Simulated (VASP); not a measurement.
# Tl (Im-3m) in VASP: further runs

Runs on Tl. Level: r2SCAN. Tasks: single point.

Everything below comes from runs of VASP 6.6.1. Logs are shortened: lines on timing, memory, paths and dates and some standing lists are left out, and cuts for length are marked.

### Step 1. The cell of the first run

It takes space group Im-3m (No. 229, cubic). The conventional cell has a = 3.549 Å, b = 3.549 Å, c = 3.549 Å, α = 90.00°, β = 90.00°, γ = 90.00°. Within 4.0 Å of Tl (site symmetry m-3m) lie 14 Tl at 3.07 to 3.55 Å.

This isn't the form of Tl at room conditions, which is hcp.

### Step 2. Single point, r2SCAN

POSCAR

```
Tl
1.0
    1.7747235365      1.7747235365      1.7747235365
   -1.7747235365      1.7747235365      1.7747235365
   -1.7747235365     -1.7747235365      1.7747235365
Tl
1
Direct
    0.0000000000      0.0000000000      0.0000000000
```

INCAR.step1

```
ALGO     = Normal         # electronic algorithm
EDIFF    = 1E-4           # SCF threshold, eV
ENCUT    = 520            # plane-wave cutoff, eV
GGA      = PE             # functional
ISMEAR   = -1             # smearing method
LASPH    = T              # aspherical terms in the spheres
LCHARG   = F              # write CHGCAR
LREAL    = F              # projectors in reciprocal space
LWAVE    = T              # write WAVECAR
NBANDS   = 12             # bands
NELM     = 60             # most SCF steps
PREC     = Accurate       # precision mode
SIGMA    = 0.05           # smearing width, eV
```

INCAR.step2

```
ALGO     = Normal         # electronic algorithm
EDIFF    = 1E-6           # SCF threshold, eV
ENCUT    = 520            # plane-wave cutoff, eV
ISIF     = 2              # what is computed and relaxed
ISMEAR   = -1             # smearing method
ISTART   = 1            
LASPH    = T              # aspherical terms in the spheres
LCHARG   = F              # write CHGCAR
LMIXTAU  = T            
LREAL    = F              # projectors in reciprocal space
LWAVE    = F              # write WAVECAR
METAGGA  = R2SCAN         # meta-GGA
NBANDS   = 12             # bands
NELM     = 60             # most SCF steps
PREC     = Accurate       # precision mode
SIGMA    = 0.05           # smearing width, eV
```

KPOINTS

```
k-points
0
Gamma
  6 6 6
```

Potentials or basis: VASP PAW PBE potentials, release 64 (Tl_d).

Run with:

```sh
cat potpaw_PBE.64/Tl_d/POTCAR > POTCAR
cp INCAR.step1 INCAR
mpirun -np 1 vasp_std > vasp.out
cp INCAR.step2 INCAR
mpirun -np 1 vasp_std > vasp.out
```

OUTCAR:

```text
EDIFF = 1E-6
   ENCUT = 520
   ISIF = 2
   ISMEAR = -1
   ISTART = 1
   LASPH = T
   LREAL = F
   METAGGA = R2SCAN
   NELM = 60
   PREC = Accurate

 ion  position               nearest neighbor table
   1  0.000  0.000  0.000-

  LATTYP: Found a body centered cubic cell.
 ALAT       =     3.5494470730

  Lattice vectors:

 A1 = (   1.7747235365,  -1.7747235365,  -1.7747235365)
 A2 = (   1.7747235365,   1.7747235365,   1.7747235365)
 A3 = (  -1.7747235365,  -1.7747235365,   1.7747235365)

Analysis of symmetry for initial positions (statically):
=====================================================================
 Subroutine PRICEL returns:
 Original cell was already a primitive cell.

 Routine SETGRP: Setting up the symmetry group for a
 body centered cubic supercell.

 Subroutine GETGRP returns: Found 48 space group operations
 (whereof 48 operations were pure point group operations)
 out of a pool of 48 trial point group operations.

The static configuration has the point symmetry O_h .

Analysis of symmetry for dynamics (positions and initial velocities):
=====================================================================
 Subroutine PRICEL returns:
 Original cell was already a primitive cell.

 Routine SETGRP: Setting up the symmetry group for a
 body centered cubic supercell.

 Subroutine GETGRP returns: Found 48 space group operations
 (whereof 48 operations were pure point group operations)
 out of a pool of 48 trial point group operations.

The dynamic configuration has the point symmetry O_h .

 Subroutine INISYM returns: Found 48 space group operations
 (whereof 48 operations are pure point group operations),
 and found     1 'primitive' translations

----------------------------------------------------------------------------------------

                                     Primitive cell

  volume of cell :      22.3590

  direct lattice vectors                    reciprocal lattice vectors
     1.774723537  1.774723537  1.774723537     0.281734022  0.000000000  0.281734022
    -1.774723537  1.774723537  1.774723537    -0.281734022  0.281734022  0.000000000
    -1.774723537 -1.774723537  1.774723537     0.000000000 -0.281734022  0.281734022

  length of vectors
     3.073911335  3.073911335  3.073911335     0.398432075  0.398432075  0.398432075

  position of ions in fractional coordinates (direct lattice)
[... 73 lines left out ...]
   NFREE  =      0    steps in history (QN), initial steepest desc. (CG)
   ISIF   =      2    stress and relaxation
   ISYM   =      2    0-nonsym 1-usesym 2-fastsym
   POTIM  = 0.5000    time-step for ionic-motion
   TEBEG  =    0.0;   TEEND  =   0.0 temperature during run
   PSTRESS=    0.0 pullay stress
   NELECT =      13.0000    total number of electrons
   NUPDOWN=      -1.0000    fix difference up-down
   EMIN   =  10.00;   EMAX   =-10.00  energy-range for DOS
   EFERMI =   0.00;   METHOD = LEGACY
   ISMEAR =    -1;   SIGMA  =   0.05  broadening in eV -4-tet -1-fermi 0-gaus
   EFERMI_NEDOS =   21; number of points for ismear=-14 and -15
   IALGO  =     38    algorithm
   IMIX   =      4    mixing-type and parameters
     AMIX     =   0.40;   BMIX     =  1.00
     AMIX_MAG =   1.60;   BMIX_MAG =  1.00
  volume/ion in A,a.u.               =      22.36       150.89
  Fermi-wavevector in a.u.,A,eV,Ry     =   1.366381  2.582086 25.402048  1.866998
  Thomas-Fermi vector in A             =   2.492527
   LORBIT       =      0    0 simple, 1 ext, 2 COOP (PROOUT), +10 PAW based schemes
   METAGGA = R2SCAN    functional components
   LHFCALC =     F    Hartree Fock is set to
   AEXX    =    0.0000 exact exchange contribution
   IVDW    =     0    specifies the selected vdW correction
   LEPSILON=     F    determine dielectric tensor
   LRPA    =     F    only Hartree local field effects (RPA)
 non-spin polarized calculation
  energy-cutoff  :      520.00
  volume of cell :       22.36
 maximum number of plane-waves:       614
   NGX = 11   NGY = 11   NGZ = 11

 number of electron      13.0000000 magnetization

 Free energy of the ion-electron system (eV)
  ---------------------------------------------------
  ext. energy  EPLUGINS =         0.00000000
  ---------------------------------------------------
  free energy    TOTEN  =       -52.79479061 eV

  energy without entropy =      -52.78910621  energy(sigma->0) =      -52.79194841

 E-fermi :   9.2889     XC(G=0): -12.3090

 val. band max:        9.1360246477   @ k =   0.5000   0.3333   0.3333
 cond. band min:       9.3766479185   @ k =   0.5000   0.3333   0.1667
 fundamental gap:      0.2406232708
 Fermi energy:         9.2889025496

 k-point     1 :       0.0000    0.0000    0.0000
  band No.  band energies     occupation
      1      -3.2991      2.00000
      2      -3.2991      2.00000
      3      -3.2991      2.00000
      4      -2.9592      2.00000
      5      -2.5083      2.00000
      6      -2.5083      2.00000
      7      23.0615      0.00000
      8      23.0615      0.00000
      9      23.0615      0.00000
     10      23.8092      0.00000
     11      23.8092      0.00000
     12      23.8092      0.00000
[... 211 lines left out ...]
 k-point    16 :       0.5000    0.5000    0.5000
  band No.  band energies     occupation
      1      -3.7673      2.00000
      2      -3.7673      2.00000
      3      -2.1012      2.00000
      4      -2.1012      2.00000
      5      -2.1012      2.00000
      6       9.5828      0.00558
      7      10.9134      0.00000
      8      10.9134      0.00000
      9      10.9134      0.00000
     10      17.5358      0.00000
     11      17.5358      0.00000
     12      29.9836      0.00000

------------------------ aborting loop because EDIFF is reached ----------------------------------------

  FORCE on cell =-STRESS in cart. coord.  units (eV):
  Direction    XX          YY          ZZ          XY          YZ          ZX
  --------------------------------------------------------------------------------------
  -------------------------------------------------------------------------------------
  Total        2.8127217      2.8127217      2.8127217     -0.0000000     -0.0000000     -0.0000000
  in kB      201.5511230    201.5511230    201.5511230     -0.0000000     -0.0000000     -0.0000000
  external PRESSURE =     201.5511230 kB  Pullay stress =       0.0000000 kB

 VOLUME and BASIS-vectors are now :
 -----------------------------------------------------------------------------
  energy-cutoff  :      520.00
  volume of cell :       22.36
      direct lattice vectors                 reciprocal lattice vectors
     1.774723537  1.774723537  1.774723537     0.281734022  0.000000000  0.281734022
    -1.774723537  1.774723537  1.774723537    -0.281734022  0.281734022  0.000000000
    -1.774723537 -1.774723537  1.774723537     0.000000000 -0.281734022  0.281734022

 POSITION                                       TOTAL-FORCE (eV/Angst)
 -----------------------------------------------------------------------------------
      0.00000      0.00000      0.00000         0.000000      0.000000     -0.000000
 -----------------------------------------------------------------------------------
    total drift:                               -0.000000     -0.000000      0.000000

  FREE ENERGIE OF THE ION-ELECTRON SYSTEM (eV)
  ---------------------------------------------------
  free  energy   TOTEN  =       -52.7947906108 eV

  energy  without entropy=      -52.7891062121  energy(sigma->0) =      -52.79194841
```

OSZICAR.step1:

```text
N       E                     dE             d eps       ncg     rms          rms(c)
DAV:   1     0.477611240527E+02    0.47761E+02   -0.67254E+03   424   0.970E+02
DAV:   2    -0.125306853004E+01   -0.49014E+02   -0.48079E+02   452   0.216E+02
DAV:   3    -0.182353611781E+01   -0.57047E+00   -0.57031E+00   444   0.208E+01
DAV:   4    -0.182564945424E+01   -0.21133E-02   -0.21133E-02   452   0.147E+00
DAV:   5    -0.182567003027E+01   -0.20576E-04   -0.20577E-04   432   0.137E-01    0.529E+00
DAV:   6    -0.178296355741E+01    0.42706E-01   -0.58147E-02   416   0.259E+00    0.346E+00
DAV:   7    -0.177349161770E+01    0.94719E-02   -0.26982E-02   400   0.174E+00    0.900E-01
DAV:   8    -0.177278371482E+01    0.70790E-03   -0.22855E-03   416   0.478E-01    0.505E-02
DAV:   9    -0.177278649390E+01   -0.27791E-05   -0.15404E-05   216   0.440E-02
   1 F= -.17727865E+01 E0= -.17698213E+01  d E =-.593041E-02
```

Wall time 21 s (1 thread of Intel Xeon Platinum 8259CL at 2.50GHz (Skylake/Cascade Lake), shared host); peak memory 0.14 GiB.

What came out:

```
Free energy            : -52.7948 eV
Pressure               : 20.2 GPa
Band gap on the k mesh : zero (an odd number of electrons rules out a gap without spin polarisation)
```

Caveat: the k points lie up to 0.42 Å⁻¹ apart, too coarse for converged energies and pressures of a metal; the PAW data sets were made with another functional, which shifts forces and pressure a little; spin-orbit coupling is left out, which moves the levels of the heavy elements.

### Step 3. Single point, r2SCAN

This run uses another cell than the first one, of 24.88 Å³/atom.

POSCAR

```
Tl
1.0
    1.8391175463      1.8391175463      1.8391175463
   -1.8391175463      1.8391175463      1.8391175463
   -1.8391175463     -1.8391175463      1.8391175463
Tl
1
Direct
    0.0000000000      0.0000000000      0.0000000000
```

INCAR.step1

```
SYSTEM = Tl
PREC = Accurate ; ENCUT = 520
ISMEAR = -1 ; SIGMA = 0.05
LREAL = .False. ; LASPH = .True.
NELM = 60 ; NBANDS = 12
GGA = PE ; ALGO = Normal
EDIFF = 1E-4 ; LWAVE = .True.
LCHARG = .False.
```

INCAR.step2

```
SYSTEM = Tl
PREC = Accurate ; ENCUT = 520
EDIFF = 1E-6 ; ISMEAR = -1
SIGMA = 0.05 ; LREAL = .False.
LASPH = .True. ; NELM = 60
ALGO = Normal ; ISIF = 2
LWAVE = .False. ; LCHARG = .False.
METAGGA = R2SCAN ; LMIXTAU = .True.
NBANDS = 12 ; ISTART = 1
```

KPOINTS

```
regular mesh
0
Gamma
  6 6 6
  0 0 0
```

Potentials or basis: VASP PAW PBE potentials, release 64 (Tl_d).

Run with:

```sh
cat potpaw_PBE.64/Tl_d/POTCAR > POTCAR
cp INCAR.step1 INCAR
mpirun -np 1 vasp_std > vasp.out
cp INCAR.step2 INCAR
mpirun -np 1 vasp_std > vasp.out
```

Run time: 26 s. Hardware: 1 thread of Intel Xeon Platinum 8259CL at 2.50GHz (Skylake/Cascade Lake), shared host; peak memory 0.14 GiB.

The run converged. Its results:

| Item | Value |
| --- | --- |
| Free energy | -53.0259 eV |
| Pressure | 10.0 GPa |
| Band gap on the k mesh | zero (an odd number of electrons rules out a gap without spin polarisation) |

Levels at points of the mesh, in eV from the Fermi level:
```
           k point  band 3  band 4  band 5  band 6  band 7  band 8  band 9  band 10
(0.00, 0.00, 0.00)  -12.30  -11.68  -11.68  -11.31   13.06   13.06   13.06    13.60
(0.50, 0.00, 0.00)  -11.73  -11.67  -11.26   -4.92   -3.19    6.88    8.21    12.17
(0.50, 0.50, 0.50)  -11.37  -11.37  -11.37   -0.55    1.67    1.67    1.67     7.74
```

Caveat: the k points lie up to 0.40 Å⁻¹ apart, too coarse for converged energies and pressures of a metal; the PAW data sets were made with another functional, which shifts forces and pressure a little; spin-orbit coupling is left out, which moves the levels of the heavy elements.

### Step 4. Single point, r2SCAN

This run uses another cell than the first one, of 26.89 Å³/atom.

POSCAR

```
Tl
1.0
    1.8872058267      1.8872058267      1.8872058267
   -1.8872058267      1.8872058267      1.8872058267
   -1.8872058267     -1.8872058267      1.8872058267
Tl
1
Direct
    0.0000000000      0.0000000000      0.0000000000
```

INCAR.step1

```
SYSTEM = Tl
PREC = Accurate
ENCUT = 520
ISMEAR = -1
SIGMA = 0.05
LREAL = .False.
LASPH = .True.
NELM = 60
NBANDS = 12
GGA = PE
ALGO = Normal
EDIFF = 1E-4
LWAVE = .True.
LCHARG = .False.
```

INCAR.step2

```
SYSTEM = Tl
PREC = Accurate
ENCUT = 520
EDIFF = 1E-6
ISMEAR = -1
SIGMA = 0.05
LREAL = .False.
LASPH = .True.
NELM = 60
ALGO = Normal
ISIF = 2
LWAVE = .False.
LCHARG = .True.
METAGGA = R2SCAN
LMIXTAU = .True.
LELF = .True.
LVHAR = .True.
NBANDS = 12
ISTART = 1
```

KPOINTS

```
Automatic mesh
0
Gamma
  6 6 6
  0 0 0
```

Run with:

```sh
cat potpaw_PBE.64/Tl_d/POTCAR > POTCAR
cp INCAR.step1 INCAR
mpirun -np 1 vasp_std > vasp.out
cp INCAR.step2 INCAR
mpirun -np 1 vasp_std > vasp.out
```

It took 16 s on 1 thread of Intel Xeon Platinum 8259CL at 2.50GHz (Skylake/Cascade Lake), shared host; peak memory 0.14 GiB.

Results (log left out):

- Free energy: -53.1186 eV
- Pressure: 4.9 GPa
- Band gap on the k mesh: zero (an odd number of electrons rules out a gap without spin polarisation)

Levels at points of the mesh, in eV from the Fermi level:
```tsv
k point	band 2	band 3	band 4	band 5	band 6	band 7	band 8	band 9	band 10	band 11
(0.00, 0.00, 0.00)	-12.17	-12.17	-11.65	-11.65	-10.72	12.06	12.06	12.06	13.40	13.40
(0.50, 0.00, 0.00)	-12.37	-11.68	-11.65	-11.30	-5.03	-2.86	6.48	7.92	11.42	12.50
(0.50, 0.50, 0.50)	-12.43	-11.39	-11.39	-11.39	-1.13	1.66	1.66	1.66	7.38	7.38
```

Caveat: the k points lie up to 0.39 Å⁻¹ apart, too coarse for converged energies and pressures of a metal; the PAW data sets were made with another functional, which shifts forces and pressure a little; spin-orbit coupling is left out, which moves the levels of the heavy elements.

### Step 5. The runs side by side

```tsv
cell	gap on the mesh (eV)	pressure (GPa)
a = 3.074 Å, angles 70.5, 109.5, 70.5°, 1 atom	none	20.2
a = 3.185 Å, angles 70.5, 109.5, 70.5°, 1 atom	none	10.0
a = 3.269 Å, angles 70.5, 109.5, 70.5°, 1 atom	none	4.9
```

Alike in all rows: task single point; level r2SCAN; potentials or basis VASP PAW PBE potentials, release 64 (Tl_d); no spin polarisation; k mesh 6 × 6 × 6; cutoff (eV) 520; smearing fermi-dirac 0.05 eV.

Caveats: all runs use coarse meshes; the PAW data sets were made with another functional, which shifts forces and pressure a little; spin-orbit coupling is left out, which moves the levels of the heavy elements.

Total energies depend on the potentials used, so only differences within one code and one set of settings carry meaning.
